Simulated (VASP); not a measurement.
# SiNi (P2_13) in VASP: a series of runs

The runs below take SiNi through single point, with PBEsol.

All numbers are computed with VASP 6.6.1; they aren't measurements. Logs are shortened: lines on timing, memory, paths and dates and some standing lists are left out, and cuts for length are marked.

## Step 1: The cell of the first run

Symmetry: P2_13, No. 198, cubic system. Conventional cell: a = 4.468 Å, b = 4.468 Å, c = 4.468 Å, α = 90.00°, β = 90.00°, γ = 90.00°. Within 3.1 Å of Si (site symmetry 3) lie 7 Ni at 2.34 to 2.42 Å and 6 Si at 2.76 Å. Within 3.1 Å of Ni (site symmetry 3) lie 7 Si at 2.34 to 2.42 Å and 6 Ni at 2.75 Å.

## Step 2: Single point, PBEsol

Input file INCAR:

```
SYSTEM = SiNi
PREC = Accurate ; ENCUT = 520
EDIFF = 1E-6 ; ISMEAR = 0
SIGMA = 0.1 ; LREAL = .False.
LASPH = .True. ; NELM = 60
ALGO = Normal ; ISIF = 2
LWAVE = .False. ; LCHARG = .False.
GGA = PS ; NBANDS = 38
```

Input file KPOINTS:

```
regular mesh
0
Gamma
  8 8 8
  0 0 0
```

Input file POSCAR:

```
SiNi
1.0
    4.4679985817      0.0000000000      0.0000000000
    0.0000000000      4.4679985817      0.0000000000
    0.0000000000      0.0000000000      4.4679985817
Si Ni
4 4
Direct
    0.6535260049      0.1535260049      0.3464739951
    0.1535260049      0.3464739951      0.6535260049
    0.3464739951      0.6535260049      0.1535260049
    0.8464739951      0.8464739951      0.8464739951
    0.3509594440      0.8509594440      0.6490405560
    0.8509594440      0.6490405560      0.3509594440
    0.6490405560      0.3509594440      0.8509594440
    0.1490405560      0.1490405560      0.1490405560
```

Potentials or basis: VASP PAW PBE potentials, release 64 (Si, Ni).

Launch:

```
cat potpaw_PBE.64/Si/POTCAR potpaw_PBE.64/Ni/POTCAR > POTCAR
mpirun -np 1 vasp_std > vasp.out
```

OUTCAR:

```text
SYSTEM = SiNi
   PREC = Accurate
   ENCUT = 520
   EDIFF = 1E-6
   ISMEAR = 0
   LREAL = .False.
   LASPH = .True.
   NELM = 60
   ISIF = 2
   GGA = PS

 ion  position               nearest neighbor table
   1  0.654  0.154  0.346-   5 2.34   6 2.38   7 2.38   8 2.38   7 2.42   6 2.42   8 2.42   2 2.76
                             4 2.76   3 2.76   3 2.76   2 2.76   4 2.76
   2  0.154  0.346  0.654-   6 2.34   5 2.38   7 2.38   8 2.38   5 2.42   8 2.42   7 2.42   1 2.76
                             3 2.76   3 2.76   4 2.76   1 2.76   4 2.76
   3  0.346  0.654  0.154-   7 2.34   6 2.38   5 2.38   8 2.38   6 2.42   5 2.42   8 2.42   1 2.76
                             2 2.76   2 2.76   1 2.76   4 2.76   4 2.76
   4  0.846  0.846  0.846-   8 2.34   6 2.38   7 2.38   5 2.38   7 2.42   6 2.42   5 2.42   2 2.76
                             3 2.76   1 2.76   1 2.76   2 2.76   3 2.76
   5  0.351  0.851  0.649-   1 2.34   2 2.38   3 2.38   4 2.38   3 2.42   2 2.42   4 2.42   8 2.75
                             8 2.75   6 2.75   7 2.75   7 2.75   6 2.75
   6  0.851  0.649  0.351-   2 2.34   1 2.38   3 2.38   4 2.38   1 2.42   4 2.42   3 2.42   8 2.75
                             5 2.75   7 2.75   8 2.75   7 2.75   5 2.75
   7  0.649  0.351  0.851-   3 2.34   2 2.38   1 2.38   4 2.38   2 2.42   1 2.42   4 2.42   8 2.75
                             5 2.75   6 2.75   6 2.75   5 2.75   8 2.75
   8  0.149  0.149  0.149-   4 2.34   2 2.38   3 2.38   1 2.38   3 2.42   2 2.42   1 2.42   5 2.75
                             6 2.75   7 2.75   5 2.75   6 2.75   7 2.75

  LATTYP: Found a simple cubic cell.
 ALAT       =     4.4679985817

  Lattice vectors:

 A1 = (   4.4679985817,   0.0000000000,   0.0000000000)
 A2 = (   0.0000000000,   4.4679985817,   0.0000000000)
 A3 = (   0.0000000000,   0.0000000000,   4.4679985817)

Analysis of symmetry for initial positions (statically):
=====================================================================
 Subroutine PRICEL returns:
 Original cell was already a primitive cell.

 Routine SETGRP: Setting up the symmetry group for a
 simple cubic supercell.

 Subroutine GETGRP returns: Found 12 space group operations
 (whereof  3 operations were pure point group operations)
 out of a pool of 48 trial point group operations.

The static configuration has the point symmetry C_3 .
 The point group associated with its full space group is T   .

Analysis of symmetry for dynamics (positions and initial velocities):
=====================================================================
 Subroutine PRICEL returns:
 Original cell was already a primitive cell.

 Routine SETGRP: Setting up the symmetry group for a
 simple cubic supercell.

 Subroutine GETGRP returns: Found 12 space group operations
 (whereof  3 operations were pure point group operations)
 out of a pool of 48 trial point group operations.

The dynamic configuration has the point symmetry C_3 .
 The point group associated with its full space group is T   .

 Subroutine INISYM returns: Found 12 space group operations
 (whereof  3 operations are pure point group operations),
 and found     1 'primitive' translations

----------------------------------------------------------------------------------------

                                     Primitive cell

  volume of cell :      89.1947

  direct lattice vectors                    reciprocal lattice vectors
     4.467998582  0.000000000  0.000000000     0.223813858  0.000000000  0.000000000
     0.000000000  4.467998582  0.000000000     0.000000000  0.223813858  0.000000000
     0.000000000  0.000000000  4.467998582     0.000000000  0.000000000  0.223813858

  length of vectors
     4.467998582  4.467998582  4.467998582     0.223813858  0.223813858  0.223813858

  position of ions in fractional coordinates (direct lattice)
     0.653526005  0.153526005  0.346473995
     0.153526005  0.346473995  0.653526005
     0.346473995  0.653526005  0.153526005
     0.846473995  0.846473995  0.846473995
     0.350959444  0.850959444  0.649040556
[... 50 lines left out ...]
   NUPDOWN=      -1.0000    fix difference up-down
   EMIN   =  10.00;   EMAX   =-10.00  energy-range for DOS
   EFERMI =   0.00;   METHOD = LEGACY
   ISMEAR =     0;   SIGMA  =   0.10  broadening in eV -4-tet -1-fermi 0-gaus
   EFERMI_NEDOS =   21; number of points for ismear=-14 and -15
   IALGO  =     38    algorithm
   IMIX   =      4    mixing-type and parameters
     AMIX     =   0.40;   BMIX     =  1.00
     AMIX_MAG =   1.60;   BMIX_MAG =  1.00
  volume/ion in A,a.u.               =      11.15        75.24
  Fermi-wavevector in a.u.,A,eV,Ry     =   1.401816  2.649049 26.736663  1.965089
  Thomas-Fermi vector in A             =   2.524640
   LORBIT       =      0    0 simple, 1 ext, 2 COOP (PROOUT), +10 PAW based schemes
   GGA     = PS    functional components
   LHFCALC =     F    Hartree Fock is set to
   AEXX    =    0.0000 exact exchange contribution
   IVDW    =     0    specifies the selected vdW correction
   LEPSILON=     F    determine dielectric tensor
   LRPA    =     F    only Hartree local field effects (RPA)
 non-spin polarized calculation
 Gauss-broadening in eV      SIGMA  =   0.10
  energy-cutoff  :      520.00
  volume of cell :       89.19
 maximum number of plane-waves:      2469
 NGX is ok and might be reduce to    36
   NGX = 17   NGY = 17   NGZ = 17

 number of electron      56.0000011 magnetization

 Free energy of the ion-electron system (eV)
  ---------------------------------------------------
  ext. energy  EPLUGINS =         0.00000000
  ---------------------------------------------------
  free energy    TOTEN  =       -51.58938722 eV

  energy without entropy =      -51.57904193  energy(sigma->0) =      -51.58421457

 E-fermi :  12.2025     XC(G=0): -12.7927

 val. band max:       12.1615994707   @ k =   0.2500   0.2500   0.2500
 cond. band min:      12.2616167201   @ k =   0.2500   0.2500   0.0000
 fundamental gap:      0.1000172494
 Fermi energy:        12.2024616571

 k-point     1 :       0.0000    0.0000    0.0000
  band No.  band energies     occupation
      1      -2.2248      2.00000
      2       3.2748      2.00000
      3       3.2748      2.00000
      4       3.2748      2.00000
      5       5.7676      2.00000
      6       5.7676      2.00000
[... 30 lines left out ...]
     37      16.7803      0.00000
     38      16.7803      0.00000
[... 941 lines left out ...]
     37      16.8033      0.00000
     38      17.8884      0.00000

 [... further k-points ...]

------------------------ aborting loop because EDIFF is reached ----------------------------------------

  FORCE on cell =-STRESS in cart. coord.  units (eV):
  Direction    XX          YY          ZZ          XY          YZ          ZX
  --------------------------------------------------------------------------------------
  -------------------------------------------------------------------------------------
  Total        0.1170887      0.1170887      0.1170887      0.0000000      0.0000000      0.0000000
  in kB        2.1032278      2.1032278      2.1032278      0.0000000      0.0000000      0.0000000
  external PRESSURE =       2.1032278 kB  Pullay stress =       0.0000000 kB

 VOLUME and BASIS-vectors are now :
 -----------------------------------------------------------------------------
  energy-cutoff  :      520.00
  volume of cell :       89.19
      direct lattice vectors                 reciprocal lattice vectors
     4.467998582  0.000000000  0.000000000     0.223813858  0.000000000  0.000000000
     0.000000000  4.467998582  0.000000000     0.000000000  0.223813858  0.000000000
     0.000000000  0.000000000  4.467998582     0.000000000  0.000000000  0.223813858

 POSITION                                       TOTAL-FORCE (eV/Angst)
 -----------------------------------------------------------------------------------
      2.91995      0.68595      1.54805        -0.000268     -0.000268      0.000268
      0.68595      1.54805      2.91995        -0.000268      0.000268     -0.000268
      1.54805      2.91995      0.68595         0.000268     -0.000268     -0.000268
      3.78204      3.78204      3.78204         0.000268      0.000268      0.000268
      1.56809      3.80209      2.89991        -0.000769     -0.000769      0.000769
      3.80209      2.89991      1.56809        -0.000769      0.000769     -0.000769
      2.89991      1.56809      3.80209         0.000769     -0.000769     -0.000769
      0.66591      0.66591      0.66591         0.000769      0.000769      0.000769
 -----------------------------------------------------------------------------------
    total drift:                                0.000000      0.000000     -0.000000

  FREE ENERGIE OF THE ION-ELECTRON SYSTEM (eV)
  ---------------------------------------------------
  free  energy   TOTEN  =       -51.5893872156 eV

  energy  without entropy=      -51.5790419325  energy(sigma->0) =      -51.58421457
```

Wall time 3.5 min (1 thread of Intel Xeon 8259CL, shared host); peak memory 0.27 GiB.

What came out:

```yaml
Free_energy: -51.5894 eV
Pressure: 0.2 GPa
Band_gap_on_the_k_mesh: zero (band 28 reaches 13.25 eV, above the bottom of band 29 at 12.02 eV)
```

Levels at points of the mesh, in eV from the Fermi level:
| k point | band 24 | band 25 | band 26 | band 27 | band 28 | band 29 | band 30 | band 31 | band 32 | band 33 |
| --- | --- | --- | --- | --- | --- | --- | --- | --- | --- | --- |
| (0.00, 0.00, 0.00) | -2.32 | -1.66 | -1.66 | -1.66 | 1.05 | 1.05 | 1.05 | 1.41 | 1.41 | 2.04 |
| (0.50, 0.00, 0.00) | -2.19 | -2.05 | -2.05 | -0.63 | -0.63 | -0.18 | -0.18 | 2.82 | 2.82 | 2.94 |
| (0.50, 0.50, 0.00) | -2.49 | -1.57 | -1.57 | -0.99 | -0.99 | 0.37 | 0.37 | 0.89 | 0.89 | 3.95 |
| (0.50, 0.50, 0.50) | -2.73 | -1.82 | -1.82 | -1.82 | -1.82 | 4.30 | 4.30 | 4.30 | 4.30 | 4.60 |

Caveat: the PAW data sets were made with another functional, which shifts forces and pressure a little. Spin polarisation is off, so any magnetic state and its effect on volume and gap are missing.

## Step 3: Single point, PBEsol (volume scaled by 1.03, then relaxed in part)

Input file INCAR:

```
PREC     = Accurate       # precision mode
ENCUT    = 520            # plane-wave cutoff, eV
EDIFF    = 1E-7           # SCF threshold, eV
ISMEAR   = 0              # smearing method
SIGMA    = 0.1            # smearing width, eV
LREAL    = False          # projectors in reciprocal space
LASPH    = True           # aspherical terms in the spheres
NELM     = 100            # most SCF steps
ALGO     = Normal         # electronic algorithm
ISIF     = 2              # what is computed and relaxed
LWAVE    = False          # write WAVECAR
LCHARG   = False          # write CHGCAR
GGA      = PS             # functional
NBANDS   = 38             # bands
```

Input file KPOINTS:

```
regular mesh
0
Gamma
  8 8 8
```

Input file POSCAR:

```
SiNi
1.0
    4.5122390686      0.0000000000      0.0000000000
    0.0000000000      4.5122390686      0.0000000000
    0.0000000000      0.0000000000      4.5122390686
Si Ni
4 4
Direct
    0.6537930740      0.1537930740      0.3462069260
    0.1537930740      0.3462069260      0.6537930740
    0.3462069260      0.6537930740      0.1537930740
    0.8462069260      0.8462069260      0.8462069260
    0.3516399001      0.8516399001      0.6483600999
    0.8516399001      0.6483600999      0.3516399001
    0.6483600999      0.3516399001      0.8516399001
    0.1483600999      0.1483600999      0.1483600999
```

Potentials or basis: VASP PAW PBE potentials, release 64 (Si, Ni).

Launch:

```
cat potpaw_PBE.64/Si/POTCAR potpaw_PBE.64/Ni/POTCAR > POTCAR
mpirun -np 1 vasp_std > vasp.out
```

It took 3.2 min on 1 thread of Intel Xeon 8259CL, shared host; peak memory 0.28 GiB.

It converged, with:

```
Free energy            : -51.5460 eV
Pressure               : -5.3 GPa
Band gap on the k mesh : zero (band 28 reaches 12.70 eV, above the bottom of band 29 at 11.52 eV)
```

Forces on the atoms (eV/Å):
```
Si  -0.001 -0.001  0.001
Si  -0.001  0.001 -0.001
Si   0.001 -0.001 -0.001
Si   0.001  0.001  0.001
Ni  -0.001 -0.001  0.001
Ni  -0.001  0.001 -0.001
Ni   0.001 -0.001 -0.001
Ni   0.001  0.001  0.001
```

Levels at points of the mesh, in eV from the Fermi level:
| k point | band 24 | band 25 | band 26 | band 27 | band 28 | band 29 | band 30 | band 31 | band 32 | band 33 |
| --- | --- | --- | --- | --- | --- | --- | --- | --- | --- | --- |
| (0.00, 0.00, 0.00) | -2.20 | -1.57 | -1.57 | -1.57 | 0.99 | 0.99 | 0.99 | 1.42 | 1.42 | 2.03 |
| (0.50, 0.00, 0.00) | -2.07 | -1.94 | -1.94 | -0.58 | -0.58 | -0.18 | -0.18 | 2.77 | 2.77 | 2.90 |
| (0.50, 0.50, 0.00) | -2.36 | -1.48 | -1.48 | -0.93 | -0.93 | 0.35 | 0.35 | 0.88 | 0.88 | 3.92 |
| (0.50, 0.50, 0.50) | -2.59 | -1.73 | -1.73 | -1.73 | -1.73 | 4.17 | 4.17 | 4.17 | 4.17 | 4.52 |

Caveat: the PAW data sets were made with another functional, which shifts forces and pressure a little. Spin polarisation is off, so any magnetic state and its effect on volume and gap are missing.

## Step 4: Single point, PBEsol (volume scaled by 1.06, then relaxed in part)

Input file INCAR:

```
SYSTEM = SiNi
PREC = Accurate
ENCUT = 520
EDIFF = 1E-7
ISMEAR = 0
SIGMA = 0.1
LREAL = .FALSE.
LASPH = .TRUE.
NELM = 100
ALGO = Normal
ISIF = 2
LWAVE = .FALSE.
LCHARG = .FALSE.
GGA = PS
NBANDS = 38
```

Input file KPOINTS:

```
regular mesh
0
G
  8 8 8
  0 0 0
```

Input file POSCAR:

```
SiNi
1.0
    4.5556286445      0.0000000000      0.0000000000
    0.0000000000      4.5556286445      0.0000000000
    0.0000000000      0.0000000000      4.5556286445
Si Ni
4 4
Direct
    0.6541228161      0.1541228161      0.3458771839
    0.1541228161      0.3458771839      0.6541228161
    0.3458771839      0.6541228161      0.1541228161
    0.8458771839      0.8458771839      0.8458771839
    0.3525529935      0.8525529935      0.6474470065
    0.8525529935      0.6474470065      0.3525529935
    0.6474470065      0.3525529935      0.8525529935
    0.1474470065      0.1474470065      0.1474470065
```

Launch:

```
cat potpaw_PBE.64/Si/POTCAR potpaw_PBE.64/Ni/POTCAR > POTCAR
mpirun -np 1 vasp_std > vasp.out
```

It took 3.6 min on 1 thread of Intel Xeon 8259CL, shared host; peak memory 0.28 GiB.

The run converged. Its results:

| Quantity | Value |
| --- | --- |
| Free energy | -51.4179 eV |
| Pressure | -9.9 GPa |
| Band gap on the k mesh | zero (band 28 reaches 12.17 eV, above the bottom of band 29 at 11.05 eV) |

Forces on the atoms (eV/Å):
```
Si  -0.001 -0.001  0.001
Si  -0.001  0.001 -0.001
Si   0.001 -0.001 -0.001
Si   0.001  0.001  0.001
Ni  -0.002 -0.002  0.002
Ni  -0.002  0.002 -0.002
Ni   0.002 -0.002 -0.002
Ni   0.002  0.002  0.002
```

Levels at points of the mesh, in eV from the Fermi level:
| k point | band 26 | band 27 | band 28 | band 29 | band 30 | band 31 |
| --- | --- | --- | --- | --- | --- | --- |
| (0.00, 0.00, 0.00) | -1.48 | -1.48 | 0.95 | 0.95 | 0.95 | 1.43 |
| (0.50, 0.00, 0.00) | -1.84 | -0.52 | -0.52 | -0.18 | -0.18 | 2.71 |
| (0.50, 0.50, 0.00) | -1.39 | -0.88 | -0.88 | 0.33 | 0.33 | 0.87 |
| (0.50, 0.50, 0.50) | -1.63 | -1.63 | -1.63 | 4.04 | 4.04 | 4.04 |

Caveat: the PAW data sets were made with another functional, which shifts forces and pressure a little. Spin polarisation is off, so any magnetic state and its effect on volume and gap are missing.

## Step 5: Single point, PBEsol (volume scaled by 1.10, then relaxed in part)

Input file INCAR:

```
SYSTEM = SiNi
PREC     = Accurate       ! precision mode
ENCUT    = 520            ! plane-wave cutoff, eV
EDIFF    = 1E-6           ! SCF threshold, eV
ISMEAR   = 0              ! smearing method
SIGMA    = 0.1            ! smearing width, eV
LREAL    = .False.        ! projectors in reciprocal space
LASPH    = .True.         ! aspherical terms in the spheres
NELM     = 100            ! most SCF steps
ALGO     = Normal         ! electronic algorithm
ISIF     = 2              ! what is computed and relaxed
LWAVE    = .False.        ! write WAVECAR
LCHARG   = .False.        ! write CHGCAR
GGA      = PS             ! functional
NBANDS   = 38             ! bands
```

Input file KPOINTS:

```
Automatic mesh
0
Gamma
  8 8 8
  0 0 0
```

Input file POSCAR:

```
SiNi
1.0
    4.6122260918      0.0000000000      0.0000000000
    0.0000000000      4.6122260918      0.0000000000
    0.0000000000      0.0000000000      4.6122260918
Si Ni
4 4
Direct
    0.6547095122      0.1547095122      0.3452904878
    0.1547095122      0.3452904878      0.6547095122
    0.3452904878      0.6547095122      0.1547095122
    0.8452904878      0.8452904878      0.8452904878
    0.3545739205      0.8545739205      0.6454260795
    0.8545739205      0.6454260795      0.3545739205
    0.6454260795      0.3545739205      0.8545739205
    0.1454260795      0.1454260795      0.1454260795
```

Launch:

```
cat potpaw_PBE.64/Si/POTCAR potpaw_PBE.64/Ni/POTCAR > POTCAR
mpirun -np 1 vasp_std > vasp.out
```

It took 3.5 min on 1 thread of Intel Xeon 8259CL, shared host; peak memory 0.28 GiB.

The run converged. Its results:

```
Free energy            : -51.1392 eV
Pressure               : -14.9 GPa
Largest force          : 0.004 eV/Å
Band gap on the k mesh : zero (band 28 reaches 11.53 eV, above the bottom of band 29 at 10.45 eV)
```

Forces in eV/Å, atoms in the order of the input:
```
Si   0.000  0.000  0.000
Si   0.000  0.000  0.000
Si   0.000  0.000  0.000
Si   0.000  0.000  0.000
Ni  -0.002 -0.002  0.002
Ni  -0.002  0.002 -0.002
Ni   0.002 -0.002 -0.002
Ni   0.002  0.002  0.002
```

Levels at points of the mesh, in eV from the Fermi level:
```tsv
k point	band 26	band 27	band 28	band 29	band 30	band 31
(0.00, 0.00, 0.00)	-1.38	-1.38	0.89	0.89	0.89	1.44
(0.50, 0.00, 0.00)	-1.71	-0.46	-0.46	-0.18	-0.18	2.64
(0.50, 0.50, 0.00)	-1.29	-0.82	-0.82	0.30	0.30	0.86
(0.50, 0.50, 0.50)	-1.52	-1.52	-1.52	3.87	3.87	3.87
```

Caveat: the PAW data sets were made with another functional, which shifts forces and pressure a little. Spin polarisation is off, so any magnetic state and its effect on volume and gap are missing.

## Step 6: Summary

| cell | gap on the mesh (eV) | pressure (GPa) |
| --- | --- | --- |
| a = 4.468 Å, 8 atoms | none | 0.2 |
| a = 4.512 Å, 8 atoms | none | -5.3 |
| a = 4.556 Å, 8 atoms | none | -9.9 |
| a = 4.612 Å, 8 atoms | none | -14.9 |

Alike in all rows: task single point; level PBEsol; potentials or basis VASP PAW PBE potentials, release 64 (Si, Ni); no spin polarisation; k mesh 8 × 8 × 8; cutoff (eV) 520; smearing gaussian 0.1 eV.

Caveats: the PAW data sets were made with another functional, which shifts forces and pressure a little.

Absolute energies hang on the potentials; compare differences alone.
